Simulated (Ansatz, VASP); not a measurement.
**One calculation of Si5W, two programs**

```
Si W
1.0
     4.70831    0.00000    0.00000
    -2.35415    4.07751    0.00000
     0.00000    0.00000    4.68756
Si W
5 1
Cartesian
  0.0000 2.7183 0.0000
  2.3542 1.3592 0.0000
  2.3542 0.0000 2.3438
  1.1771 2.0388 2.3438
  -1.1771 2.0388 2.3438
  0.0000 0.0000 0.0000
```

Change from the starting cell: species swapped into the TbCo5 type (P6/mmm, No. 191).

Alike in both runs: functional PBE; k mesh 12 × 12 × 8; occupations gaussian, width 0.1 eV; no spin polarisation.

Ansatz relaxed the structure, and its values are those at the end. VASP's run is a single point on that final structure, the one shown.

|  | VASP | Ansatz |
| --- | --- | --- |
| version | VASP 6.6.1 | Ansatz 0.2.0 |
| potentials or method | VASP PAW PBE potentials, release 64 (Si, W_sv), cutoff 520 eV | scalar-relativistic, plane waves, PAW |
| valence electrons in the cell | 34 | 34 |

```tsv
	VASP	Ansatz	Ansatz less VASP
gap on the k mesh at the Fermi level (eV)	none	none	-
pressure (GPa)	0.0	0.0	+0.08
```

A gap of «none» marks a metal or a gap that the smearing closes. With one functional, cell and mesh, what is left measures potentials, basis and numerics.

Neither program's run includes spin-orbit coupling.
